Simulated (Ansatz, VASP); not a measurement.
# PbF2 in VASP and in Ansatz

```
Pb F
1.0
     0.00000    2.96985    2.92530
     2.96985    0.00000    2.92530
     2.96985    2.96985    0.00000
Pb F
1 2
Direct
  0.00000 0.00000 0.00000
  0.25000 0.25000 0.25000
  0.75000 0.75000 0.75000
```

Change from the starting cell: strain +0.000 along x and y, -0.015 along z, atoms carried along.

Alike in both runs: task single point; functional PBE; dispersion D3(BJ); k mesh 8 × 8 × 8; occupations gaussian, width 0.05 eV; no spin polarisation.

```csv
,VASP,Ansatz
version,VASP 6.6.1,Ansatz 0.2.0
potentials or method,"VASP PAW PBE potentials, release 64 (Pb_d, F), cutoff 520 eV","scalar-relativistic, plane waves, PAW"
valence electrons in the cell,28,28
```

Ansatz gave:

```
gap on the k mesh at the Fermi level (eV)                     : 4.36
least direct gap on the mesh (eV)                             : 4.55
pressure (GPa)                                                : 2.0
traceless stress, the component that is largest in VASP (GPa) : 0.52
```

Task: What did VASP give for the same quantities?

Result: gap on the k mesh at the Fermi level (eV): 4.35; least direct gap on the mesh (eV): 4.55; pressure (GPa): 1.8; traceless stress, the component that is largest in VASP (GPa): 0.52.

Neither program's run includes spin-orbit coupling.
